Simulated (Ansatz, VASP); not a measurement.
One calculation of TePb, two programs

```
Pb Te
1.0
     0.00000    3.23100    3.23100
     3.23100    0.00000    3.23100
     3.23100    3.23100    0.00000
Pb Te
1 1
Direct
  0.00000 0.00000 0.00000
  0.50000 0.50000 0.50000
```

Alike in both runs: task single point; functional PBE0; k mesh 4 × 4 × 4; occupations fermi-dirac, width 0.05 eV; no spin polarisation.

```csv
,VASP,Ansatz
version,VASP 6.6.1,Ansatz 0.2.0
potentials or method,"VASP PAW PBE potentials, release 64 (Pb_d, Te), cutoff 520 eV",all-electron PAW datasets made for the crystal
```

Ansatz gave:

* gap on the k mesh at the Fermi level (eV): 1.70
* least direct gap on the mesh (eV): 1.70
* pressure (GPa): 1.2

Task: Which values does VASP return?

Result: gap on the k mesh at the Fermi level (eV): 1.72; least direct gap on the mesh (eV): 1.72; pressure (GPa): 0.9.

Ansatz ran all-electron here, and VASP with PAW potentials.

The k mesh is coarse, so the values compare programs but aren't converged. Spin-orbit coupling is off throughout.
